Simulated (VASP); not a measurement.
Set up this calculation in VASP 6.6.1, as the native input.

```yaml
Task: relaxation of cell and atoms
Functional: PBEsol
Potentials_or_basis: VASP PAW PBE potentials, release 64 (Cu)
Cutoff: 600 eV
k_mesh: 15 × 15 × 15
Occupations: fermi-dirac, width 0.05 eV
Spin: no spin polarisation
Target_pressure: 20 GPa
Dipole_correction: no
Further_INCAR_settings: ALGO = Normal; EDIFF = 1e-07; IBRION = 2; EDIFFG = -0.01; NSW = 80; ISIF = 3
```

The structure of Cu lies in POSCAR:

```
Cu
1.0
    0.0000000000      2.4850000000      2.4850000000
    2.4850000000      0.0000000000      2.4850000000
    2.4850000000      2.4850000000      0.0000000000
Cu
2
Direct
    1.0000000000      1.0000000000      1.0000000000
    0.2500000000      0.2500000000      0.2500000000
```

This isn't the form of Cu at room conditions, which is fcc.

The input as run:

INCAR

```
SYSTEM = Cu
ALGO = Normal
EDIFF = 1E-7
EDIFFG = -0.01
ENCUT = 600
GGA = PS
GGA_COMPAT = .False.
IBRION = 2
ISIF = 3
ISMEAR = -1
LASPH = .True.
LCHARG = .False.
LREAL = .False.
LWAVE = .False.
NELM = 120
NELMIN = 4
NSW = 80
PREC = Accurate
PSTRESS = 200.0
SIGMA = 0.05
```

KPOINTS

```
k-points
0
Gamma
  15 15 15
  0 0 0
```

Potentials or basis: VASP PAW PBE potentials, release 64 (Cu).

Command:

```bash
$ cat potpaw_PBE.64/Cu/POTCAR > POTCAR
$ mpirun -np 1 vasp_std > vasp.out
```

It gave:

```
Relaxed volume                                             : 14.90 Å³/atom
Relaxed cell                                               : a = 3.480 Å, b = 3.480 Å, c = 3.480 Å, α = 60.00°, β = 60.00°, γ = 60.00°
Space group after relaxing (to 0.1 Å)                      : Fd-3m (No. 227)
Energy change on relaxing (the run minimises the enthalpy) : +49.3 meV/atom
Ionic steps                                                : 3
Pressure after relaxing                                    : 20.0 GPa
Band gap on the k mesh                                     : zero (bands 11 and 12 overlap by 0.87 eV)
```

Caveat: the cell is relaxed towards a set pressure, so the run minimises the enthalpy, not the energy; the PAW data sets were made with another functional, which shifts forces and pressure a little.

Wall time 2.6 min on 1 thread of Intel(R) Xeon(R) Platinum 8259CL CPU @ 2.50GHz (Skylake/Cascade Lake), with other jobs on the host, peak memory 0.2 GiB.
